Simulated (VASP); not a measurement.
**K4Zn4F13 (a cell with a defect): single point with PBEsol+D3(BJ)**

System: K4Zn4F13 (a cell with a defect).

```xyz
21
Lattice="8.1045 0.0000 0.0000 0.0000 8.1045 0.0000 0.0000 0.0000 4.0523" Properties=species:S:1:pos:R:3 pbc="T T T"
K     0.0505    0.0244    4.0401
K     8.0337    4.0998    0.0431
K     4.0192    8.0797    3.9966
K     4.0327    4.0796    0.0043
Zn    2.0101    1.9699    2.0281
Zn    2.0617    6.0523    2.0087
Zn    6.0917    2.0612    2.0268
Zn    5.9943    6.1606    1.9179
F     1.9840    2.0400    0.0478
F     2.0969    6.0474    0.0017
F     6.0180    2.0724    0.0251
F     6.0466    6.0888    4.0493
F     0.0126    2.0433    2.0800
F     8.0650    6.0826    1.9882
F     4.1381    2.0412    2.0028
F     4.0130    6.0472    2.0630
F     1.9966    8.0667    2.0535
F     2.0760    4.0721    2.0073
F     6.1539    0.0821    2.0293
F     6.1452    4.0367    2.0386
F     4.0587    6.1227    4.0273
```

| Quantity | Value |
| --- | --- |
| Program | VASP 6.6.1 |
| Task | single point |
| Functional | PBEsol |
| Dispersion | D3(BJ) |
| Potentials or basis | VASP PAW PBE potentials, release 64 (K_sv, Zn, F) |
| Cutoff | 520 eV |
| k mesh | 2 × 2 × 2, shifted |
| Occupations | fermi-dirac, width 0.05 eV |
| Spin | no spin polarisation |
| Dipole correction | no |
| Charge | -1 |
| Further INCAR settings | LREAL = Auto; ALGO = Normal; EDIFF = 1e-06; NBANDS = 104; NELECT = 176.0 |

| Quantity | Value |
| --- | --- |
| Largest force | 4.654 eV/Å |
| Dispersion energy per atom | -0.137 eV |

Forces on the atoms (eV/Å):
```
K   -0.173 -0.336  0.014
K    0.060  0.235 -0.089
K    0.013  3.568 -0.006
K    0.010 -2.226 -0.001
Zn   0.792  0.580  0.280
Zn   0.526 -0.026  0.088
Zn  -0.168  0.079  0.172
Zn  -0.833 -0.417  0.738
F   -0.126 -0.100 -0.438
F   -4.653 -0.055 -0.104
F    0.451 -0.060 -0.253
F    4.243  0.008 -0.690
F    0.142 -0.024 -0.018
F    0.176  0.063  0.072
F   -1.190 -0.107  0.097
F    0.340 -0.144 -1.345
F   -0.203  0.675 -0.019
F   -0.387 -1.051  0.087
F    0.170 -0.170  0.015
F    0.160  0.226  0.000
F    0.650 -0.718  1.402
```

Levels at points of the mesh, in eV from the Fermi level:
```
           k point  band 86  band 87  band 88  band 89  band 90  band 91
(0.25, 0.25, 0.25)    -2.36    -1.17    -0.97     0.97     2.26     2.67
```

It took 7.9 min on 1 thread of Intel Xeon 8259CL, on a shared host, peak memory 0.36 GiB.

Caveat: the k points lie up to 0.78 Å⁻¹ apart; the cell carries a net charge on a neutralising background, which shifts energy and pressure; the cell is charged against a uniform background, so pressure and absolute levels hang on convention; the PAW data sets were made with another functional, which shifts forces and pressure a little.
